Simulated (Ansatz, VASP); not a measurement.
# Two plane-wave programs on Sn

INCAR

```
PREC = Accurate
ENCUT = 520
EDIFF = 1E-7
ISMEAR = 0
SIGMA = 0.15
LREAL = False
LASPH = True
NELM = 100
ALGO = Fast
ISIF = 2
LWAVE = False
LCHARG = True
GGA = PE
LELF = True
LVHAR = True
NBANDS = 21
```

The input KPOINTS:

```
Automatic mesh
0
Gamma
  14 14 14
```

Contents of POSCAR:

```
Sn
1.0
    0.0000000000      2.9738145176      3.8659588728
    2.9738145176      0.0000000000      3.8659588728
    2.9738145176      2.9738145176      0.0000000000
Sn
2
Direct
    0.5000000000      0.5000000000      0.5000000000
    0.7500000000      0.7500000000      0.7500000000
```

Input for Ansatz:

```yaml
crystal:
  lattice:
    - [0.0, 2.9738145176, 3.8659588728]
    - [2.9738145176, 0.0, 3.8659588728]
    - [2.9738145176, 2.9738145176, 0.0]
  atoms:
    - { symbol: Sn, position: [0.5, 0.5, 0.5] }
    - { symbol: Sn, position: [0.75, 0.75, 0.75] }
basis:
  ecutwfc: 420
kpoints:
  mp_grid: { grid: [14, 14, 14] }
hamiltonian:
  xc: pbe
scf:
  occupations: { method: gaussian, width: 0.15 }
output:
  forces: true
  stress: true
  eigenvalues: true
  write_density: true
  write_potential: true
  elf: true
  volumetric_format: npy
```

Alike in both runs: task single point; functional PBE; k mesh 14 × 14 × 14; occupations gaussian, width 0.15 eV; no spin polarisation.

```csv
,VASP,Ansatz
version,VASP 6.6.1,Ansatz 0.2.0
potentials or method,"VASP PAW PBE potentials, release 64 (Sn_d), cutoff 520 eV","scalar-relativistic, plane waves, PAW"
valence electrons in the cell,28,28
```

|  | VASP | Ansatz | Ansatz less VASP |
| --- | --- | --- | --- |
| gap on the k mesh at the Fermi level (eV) | none | none | - |
| pressure (GPa) | 2.9 | 2.9 | +0.05 |
| traceless stress, the component that is largest in VASP (GPa) | -5.09 | -5.09 | -0.006 |

A gap of «none» marks a metal or a gap that the smearing closes.
